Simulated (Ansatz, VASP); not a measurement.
## One calculation of Re, two programs

```
Re
1.0
     2.74512    0.00000    0.00000
    -1.37256    2.37735    0.00000
     0.00000    0.00000    6.71560
Re
3
Direct
  0.00000 0.00000 0.00000
  0.33333 0.66667 0.33333
  0.66667 0.33333 0.66667
```

Alike in both runs: task single point; functional PBEsol; k mesh 30 × 30 × 14; occupations tetrahedron; no spin polarisation.

|  | VASP | Ansatz |
| --- | --- | --- |
| version | VASP 6.6.1 | Ansatz 0.2.0 |
| potentials or method | VASP PAW PBE potentials, release 64 (Re), cutoff 600 eV | scalar-relativistic, plane waves, PAW |
| valence electrons in the cell | 21 | 45 |

```csv
,VASP,Ansatz,Ansatz less VASP
gap on the k mesh at the Fermi level (eV),none,none,-
pressure (GPa),-0.1,-0.1,-0.05
"traceless stress, the component that is largest in VASP (GPa)",0.34,0.35,+0.007
```

VASP's potentials were made for PBE, not for PBEsol. A gap of «none» marks a metal or a gap that the smearing closes. VASP's potentials hold 21 valence electrons a cell and Ansatz's 45, so a difference there can come from the potentials and not from the codes. Ansatz's warnings: band table not solved further, tetrahedron derivatives may miss energy slope.

Neither program's run includes spin-orbit coupling.
